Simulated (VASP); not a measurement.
Set up this calculation in VASP 6.6.1, as the native input.

* Task: single point
* Functional: PBE
* Potentials or basis: VASP PAW PBE potentials, release 64 (Ti_sv, Cl, F)
* Cutoff: 520 eV
* k mesh: 12 × 12 × 12
* Occupations: gaussian, width 0.1 eV
* Spin: collinear spin
* Starting moments: [1.5, 0.0, 0.0] μB
* Dipole correction: no
* Further INCAR settings: ALGO = Normal; EDIFF = 1e-06; NBANDS = 24

The structure of TiClF lies in POSCAR:

```
TiClF
1.0
    3.6734959671      0.0000000000      0.0000000000
   -1.8367479835      3.1813408282      0.0000000000
    0.0000000000      0.0000000000      4.1039772778
Ti Cl F
1 1 1
Direct
    0.3333333333      0.6666666667      0.5000000000
    0.0000000000      0.0000000000      0.0000000000
    0.6666666667      0.3333333333      0.5000000000
```

The cell was built from a structure type or drawn by symmetry, and may not be a known phase.

One way to write it, as run:

INCAR

```
ALGO = Normal
EDIFF = 1E-6
ENCUT = 520
GGA = PE
ISIF = 2
ISMEAR = 0
ISPIN = 2
LASPH = True
LCHARG = False
LMAXMIX = 4
LORBIT = 11
LREAL = False
LWAVE = False
MAGMOM = 1.5 0 0
NBANDS = 24
NELM = 150
PREC = Accurate
SIGMA = 0.1
```

KPOINTS

```
k-points
0
Gamma
  12 12 12
```

Potentials or basis: VASP PAW PBE potentials, release 64 (Ti_sv, Cl, F).

Launch:

```sh
$ cat potpaw_PBE.64/Ti_sv/POTCAR potpaw_PBE.64/Cl/POTCAR potpaw_PBE.64/F/POTCAR > POTCAR
$ mpirun -np 1 vasp_std > vasp.out
```

It gave:

```yaml
Pressure: 0.1 GPa
Band_gap_on_the_k_mesh: zero (filled and empty bands overlap)
Net_moment: 2.00 μB per cell
Site_moments: Ti +1.67; Cl -0.01; F -0.00 μB
Valence_electrons_inside_the_program's_atomic_spheres: Ti 10.09; Cl 5.12; F 6.12
```

Caveat: semilocal functionals often make such compounds metallic where correlation or magnetic order opens a gap, which also shifts bond lengths.

Wall time 5.8 min on 1 thread of Intel Xeon 8259CL, on a shared host, peak memory 0.36 GiB.
